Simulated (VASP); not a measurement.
**BaTiO3: relaxation of shape and atoms at fixed volume with PBE**

The system is BaTiO3.

```
Ba Ti O
1.0
     2.80723    1.62075    2.30369
    -2.80723    1.62075    2.30369
     0.00000   -3.24151    2.30369
Ba Ti O
1 1 3
Direct
  0.00277 0.00277 0.00277
  0.51532 0.51532 0.51532
  0.48941 0.48941 0.98178
  0.48941 0.98178 0.48941
  0.98178 0.48941 0.48941
```

```yaml
Program: VASP 6.6.1
Task: relaxation of shape and atoms at fixed volume
Functional: PBE
Potentials_or_basis: VASP PAW PBE potentials, release 64 (Ba_sv, Ti_sv, O)
Cutoff: 600 eV
k_mesh: 6 × 6 × 6
Occupations: gaussian, width 0.02 eV
Spin: no spin polarisation
Dipole_correction: no
Further_INCAR_settings: ALGO = Normal; EDIFF = 1e-06; IBRION = 2; EDIFFG = -0.01; NSW = 50; ISIF = 4
```

```
Energy gained by relaxing    : 3.1 meV/atom
Ionic steps                  : 7
Pressure after relaxing      : 8.8 GPa
Largest force after relaxing : 0.006 eV/Å
Band gap on the k mesh       : 2.13 eV (least direct gap 2.40 eV)
```

Forces on the atoms (eV/Å):
```
Ba   0.000  0.000 -0.005
Ti   0.000  0.000 -0.002
O    0.000 -0.006  0.002
O   -0.005  0.003  0.002
O    0.005  0.003  0.002
```

Step by step:
```csv
step,energy change (eV),largest force (eV/Å),pressure (GPa),volume (Å³)
1,0.0000,0.3983,10.78,62.89
2,-0.0118,0.1390,9.54,62.89
3,-0.0127,0.1057,9.11,62.89
4,-0.0146,0.0664,9.01,62.89
5,-0.0153,0.0260,8.91,62.89
6,-0.0153,0.0244,8.90,62.89
7,-0.0155,0.0061,8.83,62.89
```

Final structure:
```
Ba Ti O
1.0
     2.81040    1.62259    2.29849
    -2.81040    1.62259    2.29849
     0.00000   -3.24517    2.29849
Ba Ti O
1 1 3
Direct
  0.99981 0.99981 0.99981
  0.50944 0.50944 0.50944
  0.49131 0.49131 0.98683
  0.49131 0.98683 0.49131
  0.98683 0.49131 0.49131
```

Levels at points of the mesh, in eV from the valence-band top:
```csv
k point,band 18,band 19,band 20,band 21,band 22,band 23
"(0.00, 0.00, 0.00)",-0.36,-0.27,-0.27,2.13,2.13,2.22
"(0.50, 0.00, 0.00)",-1.72,-0.85,-0.78,2.30,3.73,3.79
"(0.50, 0.50, 0.00)",-0.87,-0.85,-0.09,3.78,3.78,4.16
"(0.50, 0.50, 0.50)",-0.01,-0.01,0.00,4.36,4.44,4.44
```

It took 2 min on 1 thread of AMD EPYC 9R45 96-Core Processor (Zen 5), on a shared host, peak memory 0.19 GiB.

Caveat: spin-orbit coupling is left out, which moves the levels of the heavy elements. A k mesh can miss the band edges.
